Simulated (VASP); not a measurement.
# SiO2 (P4_12_12) in VASP: further runs

SiO2 is run at these levels: PBE, r2SCAN; tasks: electric field gradients.

Everything below comes from runs of VASP 6.6.1. Logs are shortened: lines on timing, memory, paths and dates and some standing lists are left out, and cuts for length are marked.

### Step 1. The cell of the first run

The structure is tetragonal, space group P4_12_12 (No. 92). Conventional cell: a = 4.986 Å, b = 4.986 Å, c = 6.977 Å, α = 90.00°, β = 90.00°, γ = 90.00°. Within 2.1 Å of Si (site symmetry 2) lie 4 O at 1.60 to 1.61 Å. Within 2.1 Å of O (site symmetry 1) lie 2 Si at 1.60 to 1.61 Å.

### Step 2. Electric field gradients, PBE

Contents of INCAR:

```
  ALGO = Normal
  EDIFF = 1E-8
  ENCUT = 520
  GGA = PE
  ISIF = 2
  ISMEAR = -1
  LASPH = T
  LCHARG = F
  LEFG = T
  LREAL = F
  LWAVE = F
  NBANDS = 44
  NELM = 100
  PREC = Accurate
  SIGMA = 0.02
```

Contents of KPOINTS:

```
k-points
0
Gamma
  5 5 4
```

Contents of POSCAR:

```
SiO2
1.0
    4.9860000000      0.0000000000      0.0000000000
    0.0000000000      4.9860000000      0.0000000000
    0.0000000000      0.0000000000      6.9770000000
Si O
4 8
Direct
    0.2988200000      0.2988200000      0.0000000000
    0.2011800000      0.7988200000      0.2500000000
    0.7011800000      0.7011800000      0.5000000000
    0.7988200000      0.2011800000      0.7500000000
    0.2407800000      0.1017100000      0.1766300000
    0.3982900000      0.7407800000      0.4266300000
    0.7592200000      0.8982900000      0.6766300000
    0.6017100000      0.2592200000      0.9266300000
    0.7407800000      0.3982900000      0.5733700000
    0.8982900000      0.7592200000      0.3233700000
    0.2592200000      0.6017100000      0.0733700000
    0.1017100000      0.2407800000      0.8233700000
```

Potentials or basis: VASP PAW PBE potentials, release 64 (Si, O).

Command:

```
$ cat potpaw_PBE.64/Si/POTCAR potpaw_PBE.64/O/POTCAR > POTCAR
$ mpirun -np 1 vasp_std > vasp.out
```

OUTCAR:

```text
EDIFF = 1E-8
   ENCUT = 520
   GGA = PE
   ISIF = 2
   ISMEAR = -1
   LASPH = T
   LREAL = F
   NELM = 100
   PREC = Accurate

 ion  position               nearest neighbor table
   1  0.299  0.299  0.000-   5 1.60  12 1.60  11 1.61   8 1.61   2 3.08   4 3.08   2 3.08   4 3.08

   2  0.201  0.799  0.250-   6 1.60  11 1.60  10 1.61   5 1.61   1 3.08   3 3.08   1 3.08   3 3.08

   3  0.701  0.701  0.500-   7 1.60  10 1.60   9 1.61   6 1.61   2 3.08   4 3.08   4 3.08   2 3.08

   4  0.799  0.201  0.750-   8 1.60   9 1.60   7 1.61  12 1.61   1 3.08   3 3.08   3 3.08   1 3.08

   5  0.241  0.102  0.177-   1 1.60   2 1.61
   6  0.398  0.741  0.427-   2 1.60   3 1.61
   7  0.759  0.898  0.677-   3 1.60   4 1.61
   8  0.602  0.259  0.927-   4 1.60   1 1.61
   9  0.741  0.398  0.573-   4 1.60   3 1.61
  10  0.898  0.759  0.323-   3 1.60   2 1.61
  11  0.259  0.602  0.073-   2 1.60   1 1.61
  12  0.102  0.241  0.823-   1 1.60   4 1.61

  LATTYP: Found a simple tetragonal cell.
 ALAT       =     4.9860000000
 C/A-ratio  =     1.3993180907

  Lattice vectors:

 A1 = (   4.9860000000,   0.0000000000,   0.0000000000)
 A2 = (   0.0000000000,   4.9860000000,   0.0000000000)
 A3 = (   0.0000000000,   0.0000000000,   6.9770000000)

Analysis of symmetry for initial positions (statically):
=====================================================================
 Subroutine PRICEL returns:
 Original cell was already a primitive cell.

 Routine SETGRP: Setting up the symmetry group for a
 simple tetragonal supercell.

 Subroutine GETGRP returns: Found  8 space group operations
 (whereof  2 operations were pure point group operations)
 out of a pool of 16 trial point group operations.

The static configuration has the point symmetry C_2 .
 The point group associated with its full space group is D_4 .

Analysis of symmetry for dynamics (positions and initial velocities):
=====================================================================
 Subroutine PRICEL returns:
 Original cell was already a primitive cell.

 Routine SETGRP: Setting up the symmetry group for a
 simple tetragonal supercell.

 Subroutine GETGRP returns: Found  8 space group operations
 (whereof  2 operations were pure point group operations)
 out of a pool of 16 trial point group operations.

The dynamic configuration has the point symmetry C_2 .
 The point group associated with its full space group is D_4 .

 Subroutine INISYM returns: Found  8 space group operations
 (whereof  2 operations are pure point group operations),
 and found     1 'primitive' translations

----------------------------------------------------------------------------------------

                                     Primitive cell

  volume of cell :     173.4496

  direct lattice vectors                    reciprocal lattice vectors
     4.986000000  0.000000000  0.000000000     0.200561572  0.000000000  0.000000000
     0.000000000  4.986000000  0.000000000     0.000000000  0.200561572  0.000000000
     0.000000000  0.000000000  6.977000000     0.000000000  0.000000000  0.143328078

  length of vectors
     4.986000000  4.986000000  6.977000000     0.200561572  0.200561572  0.143328078

  position of ions in fractional coordinates (direct lattice)
     0.298820000  0.298820000  0.000000000
     0.201180000  0.798820000  0.250000000
     0.701180000  0.701180000  0.500000000
     0.798820000  0.201180000  0.750000000
     0.240780000  0.101710000  0.176630000
     0.398290000  0.740780000  0.426630000
     0.759220000  0.898290000  0.676630000
     0.601710000  0.259220000  0.926630000
     0.740780000  0.398290000  0.573370000
     0.898290000  0.759220000  0.323370000
     0.259220000  0.601710000  0.073370000
     0.101710000  0.240780000  0.823370000

  ion indices of the primitive-cell ions
   primitive index   ion index
[... 99 lines left out ...]
  Fermi-wavevector in a.u.,A,eV,Ry     =   1.174204  2.218925 18.759116  1.378756
  Thomas-Fermi vector in A             =   2.310605
   LORBIT       =      0    0 simple, 1 ext, 2 COOP (PROOUT), +10 PAW based schemes
   GGA     = PE    functional components
   LHFCALC =     F    Hartree Fock is set to
   AEXX    =    0.0000 exact exchange contribution
   IVDW    =     0    specifies the selected vdW correction
   LEPSILON=     F    determine dielectric tensor
   LRPA    =     F    only Hartree local field effects (RPA)
 non-spin polarized calculation
  energy-cutoff  :      520.00
  volume of cell :      173.45
 maximum number of plane-waves:      4702
 NGX is ok and might be reduce to    40
   NGX = 19   NGY = 19   NGZ = 25

 number of electron      64.0000017 magnetization

 Free energy of the ion-electron system (eV)
  ---------------------------------------------------
  ext. energy  EPLUGINS =         0.00000000
  ---------------------------------------------------
  free energy    TOTEN  =       -94.78427524 eV

  energy without entropy =      -94.78427524  energy(sigma->0) =      -94.78427524

 E-fermi :   0.4494     XC(G=0):  -8.3488

 val. band max:        0.0614143708   @ k =   0.0000   0.0000   0.0000
 cond. band min:       5.8323015646   @ k =   0.0000   0.0000   0.0000
 fundamental gap:      5.7708871938
 Fermi energy:         0.4494439376

 k-point     1 :       0.0000    0.0000    0.0000
  band No.  band energies     occupation
      1     -19.4537      2.00000
      2     -18.5487      2.00000
      3     -18.5487      2.00000
      4     -17.3711      2.00000
      5     -17.3206      2.00000
      6     -17.3117      2.00000
[... 835 lines left out ...]
     43      11.0320      0.00000
     44      11.0320      0.00000

------------------------ aborting loop because EDIFF is reached ----------------------------------------

  FORCE on cell =-STRESS in cart. coord.  units (eV):
  Direction    XX          YY          ZZ          XY          YZ          ZX
  --------------------------------------------------------------------------------------
  -------------------------------------------------------------------------------------
  Total        7.1711297      7.1711297      7.9834877     -0.0000000      0.0000000     -0.0000000
  in kB       66.2406964     66.2406964     73.7445567     -0.0000000      0.0000000     -0.0000000
  external PRESSURE =      68.7419832 kB  Pullay stress =       0.0000000 kB

 VOLUME and BASIS-vectors are now :
 -----------------------------------------------------------------------------
  energy-cutoff  :      520.00
  volume of cell :      173.45
      direct lattice vectors                 reciprocal lattice vectors
     4.986000000  0.000000000  0.000000000     0.200561572  0.000000000  0.000000000
     0.000000000  4.986000000  0.000000000     0.000000000  0.200561572  0.000000000
     0.000000000  0.000000000  6.977000000     0.000000000  0.000000000  0.143328078

 POSITION                                       TOTAL-FORCE (eV/Angst)
 -----------------------------------------------------------------------------------
      1.48992      1.48992      0.00000         0.085450      0.085450      0.000000
      1.00308      3.98292      1.74425        -0.085450      0.085450      0.000000
      3.49608      3.49608      3.48850        -0.085450     -0.085450      0.000000
      3.98292      1.00308      5.23275         0.085450     -0.085450      0.000000
      1.20053      0.50713      1.23235        -0.102880      0.098313      0.444328
      1.98587      3.69353      2.97660        -0.098313     -0.102880      0.444328
      3.78547      4.47887      4.72085         0.102880     -0.098313      0.444328
      3.00013      1.29247      6.46510         0.098313      0.102880      0.444328
      3.69353      1.98587      4.00040        -0.102880     -0.098313     -0.444328
      4.47887      3.78547      2.25615        -0.098313      0.102880     -0.444328
      1.29247      3.00013      0.51190         0.102880      0.098313     -0.444328
      0.50713      1.20053      5.74465         0.098313     -0.102880     -0.444328
 -----------------------------------------------------------------------------------
    total drift:                                0.000000     -0.000000     -0.000000

  FREE ENERGIE OF THE ION-ELECTRON SYSTEM (eV)
  ---------------------------------------------------
  free  energy   TOTEN  =       -94.7842752351 eV

  energy  without entropy=      -94.7842752351  energy(sigma->0) =      -94.78427524

 Electric field gradients (V/A^2)
---------------------------------------------------------------------
 ion       V_xx      V_yy      V_zz      V_xy      V_xz      V_yz
---------------------------------------------------------------------
   1       0.514     0.514    -1.028     0.441     2.055    -2.055
   2       0.514     0.514    -1.028    -0.441     2.055     2.055
   3       0.514     0.514    -1.028     0.441    -2.055     2.055
   4       0.514     0.514    -1.028    -0.441    -2.055    -2.055
   5     -45.716    43.135     2.581    18.087   -12.927   -57.587
   6      43.135   -45.716     2.581   -18.087    57.587   -12.927
   7     -45.716    43.135     2.581    18.087    12.927    57.587
   8      43.135   -45.716     2.581   -18.087   -57.587    12.927
   9     -45.716    43.135     2.581   -18.087    12.927   -57.587
  10      43.135   -45.716     2.581    18.087   -57.587   -12.927
  11     -45.716    43.135     2.581   -18.087   -12.927    57.587
  12      43.135   -45.716     2.581    18.087    57.587    12.927
---------------------------------------------------------------------

 Electric field gradients after diagonalization (V/A^2)
 (convention: |V_zz| > |V_xx| > |V_yy|)
----------------------------------------------------------------------
 ion       V_xx      V_yy      V_zz     asymmetry (V_yy - V_xx)/ V_zz
----------------------------------------------------------------------
   1       2.481     0.955    -3.436       0.444
   2       2.481     0.955    -3.436       0.444
   3       2.481     0.955    -3.436       0.444
   4       2.481     0.955    -3.436       0.444
   5     -49.424   -38.193    87.617       0.128
   6     -49.424   -38.193    87.617       0.128
   7     -49.424   -38.193    87.617       0.128
   8     -49.424   -38.193    87.617       0.128
   9     -49.424   -38.193    87.617       0.128
  10     -49.424   -38.193    87.617       0.128
  11     -49.424   -38.193    87.617       0.128
  12     -49.424   -38.193    87.617       0.128
----------------------------------------------------------------------

           NMR quadrupolar parameters

 Cq : quadrupolar parameter    Cq=e*Q*V_zz/h
 eta: asymmetry parameters     (V_yy - V_xx)/ V_zz
 Q  : nuclear electric quadrupole moment in mb (millibarn)
----------------------------------------------------------------------
 ion       Cq(MHz)       eta       Q (mb)
----------------------------------------------------------------------
   1      -0.008       0.444       1.000
   2      -0.008       0.444       1.000
   3      -0.008       0.444       1.000
   4      -0.008       0.444       1.000
   5       0.212       0.128       1.000
   6       0.212       0.128       1.000
   7       0.212       0.128       1.000
   8       0.212       0.128       1.000
   9       0.212       0.128       1.000
  10       0.212       0.128       1.000
  11       0.212       0.128       1.000
  12       0.212       0.128       1.000
----------------------------------------------------------------------
```

Run time: 71 s. Hardware: 1 thread of Intel Xeon 6975P-C (Granite Rapids), shared host; peak memory 0.31 GiB.

What came out:

| Property | Result |
| --- | --- |
| Free energy | -94.7843 eV |
| Pressure | 6.9 GPa |
| Largest force | 0.467 eV/Å |
| Band gap on the k mesh | 5.77 eV |
| Largest electric field gradient by atom | Si -3.4; O +87.6 V/Å² |

Forces on the atoms (eV/Å):
```
Si   0.085  0.085  0.000
Si  -0.085  0.085  0.000
Si  -0.085 -0.085  0.000
Si   0.085 -0.085  0.000
O   -0.103  0.098  0.444
O   -0.098 -0.103  0.444
O    0.103 -0.098  0.444
O    0.098  0.103  0.444
O   -0.103 -0.098 -0.444
O   -0.098  0.103 -0.444
O    0.103  0.098 -0.444
O    0.098 -0.103 -0.444
```

Electric field gradients, principal values (V/Å²):
| atom | least | middle | greatest (by size) |
| --- | --- | --- | --- |
| 1 Si | 0.955 | 2.481 | -3.436 |
| 2 Si | 0.955 | 2.481 | -3.436 |
| 3 Si | 0.955 | 2.481 | -3.436 |
| 4 Si | 0.955 | 2.481 | -3.436 |
| 5 O | -38.193 | -49.424 | 87.617 |
| 6 O | -38.193 | -49.424 | 87.617 |
| 7 O | -38.193 | -49.424 | 87.617 |
| 8 O | -38.193 | -49.424 | 87.617 |
| 9 O | -38.193 | -49.424 | 87.617 |
| 10 O | -38.193 | -49.424 | 87.617 |
| 11 O | -38.193 | -49.424 | 87.617 |
| 12 O | -38.193 | -49.424 | 87.617 |

Caveat: the cell stands under pressure; without QUAD_EFG the Cq values of the log hold for a quadrupole moment of 1 mb, not for the nuclei. A k mesh can miss the band edges.

[end of part 1 of 2]
